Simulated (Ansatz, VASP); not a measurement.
# Al: VASP beside Ansatz

```
Al
1.0
    -4.00377    4.02339   -0.01499
    -4.02978   -0.04100    4.07346
     0.06378    4.07218    4.09624
Al
8
Direct
  0.98971 0.99528 0.98092
  0.48420 0.01484 0.00041
  0.98425 0.51553 0.00538
  0.01102 0.98349 0.50373
  0.53353 0.52343 0.99174
  0.48085 0.98742 0.49893
  0.98242 0.47232 0.55812
  0.53402 0.50770 0.46077
```

Change from the starting cell: all atoms moved at random (sigma 0.1 Å a component), cell strained at random (sigma 0.01).

Alike in both runs: task single point; functional PBEsol; k mesh 10 × 10 × 10; occupations gaussian, width 0.15 eV; no spin polarisation.

|  | VASP | Ansatz |
| --- | --- | --- |
| version | VASP 6.6.1 | Ansatz 0.2.0 |
| potentials or method | VASP PAW PBE potentials, release 64 (Al), cutoff 520 eV | scalar-relativistic, plane waves, PAW |
| valence electrons in the cell | 24 | 24 |

Ansatz gave:

| Item | Value |
| --- | --- |
| gap on the k mesh at the Fermi level (eV) | none |
| pressure (GPa) | -0.2 |
| traceless stress, the component that is largest in VASP (GPa) | -0.87 |
| rms of the force components (eV/Å) | 0.707 |

**Question.** Which values does VASP return?

**Answer.** gap on the k mesh at the Fermi level (eV): none; pressure (GPa): -0.2; traceless stress, the component that is largest in VASP (GPa): -0.88; rms of the force components (eV/Å): 0.711.

VASP's potentials were made for PBE, not for PBEsol. Atom by atom the forces differ by 0.004 eV/Å (rms over components). A gap of «none» marks a metal or a gap that the smearing closes. The functional is the same, so the differences come from potentials, cutoffs and numerics.
